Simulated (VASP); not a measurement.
# V (Im-3m) in VASP: further runs

V is run at these levels: PBE; tasks: single point.

Program: VASP 6.6.1. These are calculated values, not measurements. Logs are shortened: lines on timing, memory, paths and dates and some standing lists are left out, and cuts for length are marked.

### 1 The cell of the first run

The structure is cubic, space group Im-3m (No. 229). Conventional cell: a = 3.036 Å, b = 3.036 Å, c = 3.036 Å, α = 90.00°, β = 90.00°, γ = 90.00°. Within 3.5 Å of V (site symmetry m-3m) lie 14 V at 2.63 to 3.04 Å.

### 2 Single point, PBE, collinear spin, ferromagnetic start (13.99 Å³/atom)

INCAR reads:

```
  PREC = Accurate
  ENCUT = 520
  EDIFF = 1E-6
  ISMEAR = -1
  SIGMA = 0.03
  LREAL = False
  LASPH = True
  NELM = 150
  ALGO = Normal
  ISIF = 2
  LWAVE = False
  LCHARG = False
  ISPIN = 2
  MAGMOM = 1.5
  LORBIT = 11
  LMAXMIX = 4
  GGA = PE
  NBANDS = 16
```

KPOINTS reads:

```
regular mesh
0
Gamma
  19 19 19
```

POSCAR reads:

```
V
1.0
   -1.5180266150      1.5180266150      1.5180266150
    1.5180266150     -1.5180266150      1.5180266150
    1.5180266150      1.5180266150     -1.5180266150
V
1
Direct
    0.0000000000      0.0000000000      0.0000000000
```

Potentials or basis: VASP PAW PBE potentials, release 64 (V_sv).

The run is started by

```bash
$ cat potpaw_PBE.64/V_sv/POTCAR > POTCAR
$ mpirun -np 1 vasp_std > vasp.out
```

OUTCAR:

```text
PREC = Accurate
   ENCUT = 520
   EDIFF = 1E-6
   ISMEAR = -1
   LREAL = False
   LASPH = True
   NELM = 150
   ISIF = 2
   ISPIN = 2
   LORBIT = 11
   GGA = PE

 ion  position               nearest neighbor table
   1  0.000  0.000  0.000-

  LATTYP: Found a body centered cubic cell.
 ALAT       =     3.0360532300

  Lattice vectors:

 A1 = (  -1.5180266150,   1.5180266150,   1.5180266150)
 A2 = (   1.5180266150,  -1.5180266150,   1.5180266150)
 A3 = (   1.5180266150,   1.5180266150,  -1.5180266150)

Analysis of symmetry for initial positions (statically):
=====================================================================
 Subroutine PRICEL returns:
 Original cell was already a primitive cell.

 Routine SETGRP: Setting up the symmetry group for a
 body centered cubic supercell.

 Subroutine GETGRP returns: Found 48 space group operations
 (whereof 48 operations were pure point group operations)
 out of a pool of 48 trial point group operations.

The static configuration has the point symmetry O_h .

Analysis of symmetry for dynamics (positions and initial velocities):
=====================================================================
 Subroutine PRICEL returns:
 Original cell was already a primitive cell.

 Routine SETGRP: Setting up the symmetry group for a
 body centered cubic supercell.

 Subroutine GETGRP returns: Found 48 space group operations
 (whereof 48 operations were pure point group operations)
 out of a pool of 48 trial point group operations.

The dynamic configuration has the point symmetry O_h .

Analysis of structural, dynamic, and magnetic symmetry:
=====================================================================
 Subroutine PRICEL returns:
 Original cell was already a primitive cell.

 Routine SETGRP: Setting up the symmetry group for a
 body centered cubic supercell.

 Subroutine GETGRP returns: Found 48 space group operations
 (whereof 48 operations were pure point group operations)
 out of a pool of 48 trial point group operations.

The overall configuration has the point symmetry O_h .

 Subroutine INISYM returns: Found 48 space group operations
 (whereof 48 operations are pure point group operations),
 and found     1 'primitive' translations

----------------------------------------------------------------------------------------

                                     Primitive cell

  volume of cell :      13.9926

  direct lattice vectors                    reciprocal lattice vectors
    -1.518026615  1.518026615  1.518026615     0.000000000  0.329374989  0.329374989
     1.518026615 -1.518026615  1.518026615     0.329374989  0.000000000  0.329374989
     1.518026615  1.518026615 -1.518026615     0.329374989  0.329374989  0.000000000

  length of vectors
     2.629299224  2.629299224  2.629299224     0.465806577  0.465806577  0.465806577

  position of ions in fractional coordinates (direct lattice)
     0.000000000  0.000000000  0.000000000

  ion indices of the primitive-cell ions
   primitive index   ion index
                 1           1

----------------------------------------------------------------------------------------

 KPOINTS: regular mesh

Automatic generation of k-mesh.
 Grid dimensions read from file:
 generate k-points for:   19   19   19

 Generating k-lattice:

  Cartesian coordinates                     Fractional coordinates (reciprocal lattice)
     0.000000000  0.017335526  0.017335526     0.052631579  0.000000000  0.000000000
     0.017335526  0.000000000  0.017335526     0.000000000  0.052631579  0.000000000
     0.017335526  0.017335526  0.000000000     0.000000000  0.000000000  0.052631579

  Length of vectors
     0.024516136  0.024516136  0.024516136

  Shift w.r.t. Gamma in fractional coordinates (k-lattice)
     0.000000000  0.000000000  0.000000000

 Subroutine IBZKPT returns following result:
 ===========================================

 Found    220 irreducible k-points:

 Following reciprocal coordinates:
            Coordinates               Weight
  0.000000  0.000000  0.000000      1.000000
  0.052632  0.000000  0.000000     12.000000
  0.105263  0.000000  0.000000     12.000000
  0.157895  0.000000  0.000000     12.000000
  0.210526  0.000000  0.000000     12.000000
  0.263158  0.000000  0.000000     12.000000
[... 16 lines left out ...]
  0.263158  0.105263  0.000000     48.000000
  0.315789  0.105263  0.000000     48.000000
 [... further k-points ...]
   k-points           NKPTS =    220   k-points in BZ     NKDIM =    220   number of bands    NBANDS=     16
   number of dos      NEDOS =    301   number of ions     NIONS =      1
   total plane-waves  NPLWV =   8000
   dimension x,y,z NGX =    20 NGY =   20 NGZ =   20
   dimension x,y,z NGXF=    40 NGYF=   40 NGZF=   40
   ions per type =               1
   NGX,Y,Z   is equivalent  to a cutoff of  12.65, 12.65, 12.65 a.u.
   NGXF,Y,Z  is equivalent  to a cutoff of  25.29, 25.29, 25.29 a.u.
 SYSTEM =  unknown system
   PREC   = accura    normal or accurate (medium, high low for compatibility)
   ISTART =      0    job   : 0-new  1-cont  2-samecut
   ICHARG =      2    charge: 1-file 2-atom 10-const
   ISPIN  =      2    spin polarized calculation?
   LNONCOLLINEAR =      F non collinear calculations
   LSORBIT =      F    spin-orbit coupling
   LASPH  =      T    aspherical Exc in radial PAW
   ENCUT  =  520.0 eV  38.22 Ry    6.18 a.u.   4.89  4.89  4.89*2*pi/ulx,y,z
   NELM   =    150;   NELMIN=  2; NELMDL= -5     # of ELM steps
   EDIFF  = 0.1E-05   stopping-criterion for ELM
   LREAL  =      F    real-space projection
   EDIFFG = 0.1E-04   stopping-criterion for IOM
   NSW    =      0    number of steps for IOM
   IBRION =     -1    ionic relax: 0-MD 1-quasi-New 2-CG
   NFREE  =      0    steps in history (QN), initial steepest desc. (CG)
   ISIF   =      2    stress and relaxation
   ISYM   =      2    0-nonsym 1-usesym 2-fastsym
   POTIM  = 0.5000    time-step for ionic-motion
   TEBEG  =    0.0;   TEEND  =   0.0 temperature during run
   PSTRESS=    0.0 pullay stress
   NELECT =      13.0000    total number of electrons
   NUPDOWN=      -1.0000    fix difference up-down
   EMIN   =  10.00;   EMAX   =-10.00  energy-range for DOS
   EFERMI =   0.00;   METHOD = LEGACY
   ISMEAR =    -1;   SIGMA  =   0.03  broadening in eV -4-tet -1-fermi 0-gaus
   EFERMI_NEDOS =   21; number of points for ismear=-14 and -15
   IALGO  =     38    algorithm
   IMIX   =      4    mixing-type and parameters
     AMIX     =   0.40;   BMIX     =  1.00
     AMIX_MAG =   1.60;   BMIX_MAG =  1.00
  volume/ion in A,a.u.               =      13.99        94.43
  Fermi-wavevector in a.u.,A,eV,Ry     =   1.597435  3.018715 34.719333  2.551799
  Thomas-Fermi vector in A             =   2.695042
   LORBIT       =     11    0 simple, 1 ext, 2 COOP (PROOUT), +10 PAW based schemes
   GGA     = PE    functional components
   LHFCALC =     F    Hartree Fock is set to
   AEXX    =    0.0000 exact exchange contribution
   IVDW    =     0    specifies the selected vdW correction
   LEPSILON=     F    determine dielectric tensor
   LRPA    =     F    only Hartree local field effects (RPA)
 spin polarized calculation
  energy-cutoff  :      520.00
  volume of cell :       13.99
 maximum number of plane-waves:       389
   NGX =  9   NGY =  9   NGZ =  9

 number of electron      12.9999999 magnetization       0.0006275

 Free energy of the ion-electron system (eV)
  ---------------------------------------------------
  ext. energy  EPLUGINS =         0.00000000
  ---------------------------------------------------
  free energy    TOTEN  =        -8.98399980 eV

  energy without entropy =       -8.97844775  energy(sigma->0) =       -8.98122377

 E-fermi :   9.2343     XC(G=0): -12.6996

 val. band max:        9.2324531566   @ k =  -0.2632   0.3684   0.1053
 cond. band min:       9.2444043405   @ k =   0.1053   0.1053   0.0000
 fundamental gap:      0.0119511838
 Fermi energy:         9.2342891125

 spin component 1

 k-point     1 :       0.0000    0.0000    0.0000
  band No.  band energies     occupation
      1     -54.5266      1.00000
      2     -27.8851      1.00000
      3     -27.8851      1.00000
      4     -27.8851      1.00000
      5       2.7397      1.00000
      6       9.6427      0.00000
[... 8 lines left out ...]
     15      36.1455      0.00000
     16      40.1080      0.00000

 k-point     2 :       0.0526    0.0000    0.0000
  band No.  band energies     occupation
      1     -54.5220      1.00000
      2     -27.9076      1.00000
      3     -27.8920      1.00000
      4     -27.8852      1.00000
      5       2.8481      1.00000
      6       9.5974      0.00001
[... 8 lines left out ...]
     15      36.3546      0.00000
     16      38.7313      0.00000
[... 387 lines left out ...]
      5       5.8881      1.00000
      6       8.5720      1.00000
[... 8 lines left out ...]
     15      36.0959      0.00000
     16      37.0654      0.00000

 k-point    24 :       0.3158    0.1053    0.0000
  band No.  band energies     occupation
      1     -54.3787      1.00000
      2     -28.5461      1.00000
      3     -28.1144      1.00000
      4     -27.9197      1.00000
      5       6.2751      1.00000
      6       8.4021      1.00000
[... 8 lines left out ...]
     15      36.2727      0.00000
     16      37.3348      0.00000

 [... further k-points ...]

 spin component 2

 k-point     1 :       0.0000    0.0000    0.0000
  band No.  band energies     occupation
      1     -54.5260      1.00000
      2     -27.8846      1.00000
      3     -27.8846      1.00000
      4     -27.8846      1.00000
      5       2.7401      1.00000
      6       9.6433      0.00000
[... 8 lines left out ...]
     15      36.1457      0.00000
     16      40.1086      0.00000

 k-point     2 :       0.0526    0.0000    0.0000
  band No.  band energies     occupation
      1     -54.5215      1.00000
      2     -27.9071      1.00000
      3     -27.8915      1.00000
      4     -27.8847      1.00000
      5       2.8485      1.00000
      6       9.5980      0.00001
[... 8 lines left out ...]
     15      36.3548      0.00000
     16      38.7322      0.00000
[... 387 lines left out ...]
      5       5.8885      1.00000
      6       8.5725      1.00000
[... 8 lines left out ...]
     15      36.0963      0.00000
     16      37.0658      0.00000

 k-point    24 :       0.3158    0.1053    0.0000
  band No.  band energies     occupation
      1     -54.3781      1.00000
      2     -28.5456      1.00000
      3     -28.1139      1.00000
      4     -27.9191      1.00000
      5       6.2755      1.00000
      6       8.4027      1.00000
[... 8 lines left out ...]
     15      36.2732      0.00000
     16      37.3352      0.00000

 [... further k-points ...]

------------------------ aborting loop because EDIFF is reached ----------------------------------------

  FORCE on cell =-STRESS in cart. coord.  units (eV):
  Direction    XX          YY          ZZ          XY          YZ          ZX
  --------------------------------------------------------------------------------------
  -------------------------------------------------------------------------------------
  Total       -0.5673523     -0.5673523     -0.5673523     -0.0000000      0.0000000     -0.0000000
  in kB      -64.9628722    -64.9628722    -64.9628722     -0.0000000      0.0000000     -0.0000000
  external PRESSURE =     -64.9628722 kB  Pullay stress =       0.0000000 kB

 VOLUME and BASIS-vectors are now :
 -----------------------------------------------------------------------------
  energy-cutoff  :      520.00
  volume of cell :       13.99
      direct lattice vectors                 reciprocal lattice vectors
    -1.518026615  1.518026615  1.518026615     0.000000000  0.329374989  0.329374989
     1.518026615 -1.518026615  1.518026615     0.329374989  0.000000000  0.329374989
     1.518026615  1.518026615 -1.518026615     0.329374989  0.329374989  0.000000000

 POSITION                                       TOTAL-FORCE (eV/Angst)
 -----------------------------------------------------------------------------------
      0.00000      0.00000      0.00000         0.000000      0.000000      0.000000
 -----------------------------------------------------------------------------------
    total drift:                                0.000000     -0.000000      0.000000

  FREE ENERGIE OF THE ION-ELECTRON SYSTEM (eV)
  ---------------------------------------------------
  free  energy   TOTEN  =        -8.9839997965 eV

  energy  without entropy=       -8.9784477526  energy(sigma->0) =       -8.98122377

 total charge

# of ion       s       p       d       tot
------------------------------------------
    1        2.330   6.209   3.048  11.588

 magnetization (x)

# of ion       s       p       d       tot
------------------------------------------
    1        0.000   0.000   0.000   0.000
```

Run time: 31 s. Hardware: 1 thread of Intel Xeon 6975P-C (Granite Rapids), shared host; peak memory 0.18 GiB.

Results:

- Free energy: -8.9840 eV
- Pressure: -6.5 GPa
- Net moment: 0.00 μB per cell
- Valence electrons inside the program's atomic spheres: V 11.59

Caveat: the cell stands under tension.

### 3 Single point, PBE, collinear spin, ferromagnetic start (14.41 Å³/atom)

This run uses another cell than the first one, of 14.41 Å³/atom.

INCAR reads:

```
PREC = Accurate
ENCUT = 520
EDIFF = 1E-7
ISMEAR = -1
SIGMA = 0.03
LREAL = F
LASPH = T
NELM = 150
ALGO = Normal
ISIF = 2
LWAVE = F
LCHARG = F
ISPIN = 2
MAGMOM = 1.5
LORBIT = 11
LMAXMIX = 4
GGA = PE
NBANDS = 16
```

KPOINTS is that of step 2.

POSCAR reads:

```
V
1.0
   -1.5329101780      1.5329101780      1.5329101780
    1.5329101780     -1.5329101780      1.5329101780
    1.5329101780      1.5329101780     -1.5329101780
V
1
Direct
    0.0000000000      0.0000000000      0.0000000000
```

Potentials or basis: VASP PAW PBE potentials, release 64 (V_sv).

The run is started by

```bash
$ cat potpaw_PBE.64/V_sv/POTCAR > POTCAR
$ mpirun -np 1 vasp_std > vasp.out
```

It took 38 s on 1 thread of Intel Xeon 6975P-C (Granite Rapids), shared host; peak memory 0.19 GiB.

It converged, with:

- Free energy: -8.9616 eV
- Pressure: -10.8 GPa
- Net moment: 0.00 μB per cell
- Valence electrons inside the program's atomic spheres: V 11.54

Levels at points of the mesh, in eV from the Fermi level:
Spin up:
| k point | band 5 | band 6 | band 7 | band 8 | band 9 | band 10 |
| --- | --- | --- | --- | --- | --- | --- |
| (0.00, 0.00, 0.00) | -6.42 | 0.40 | 0.40 | 0.40 | 2.25 | 2.25 |
Spin down:
| k point | band 5 | band 6 | band 7 | band 8 | band 9 | band 10 |
| --- | --- | --- | --- | --- | --- | --- |
| (0.00, 0.00, 0.00) | -6.42 | 0.40 | 0.40 | 0.40 | 2.25 | 2.25 |

Caveat: the cell stands under tension.
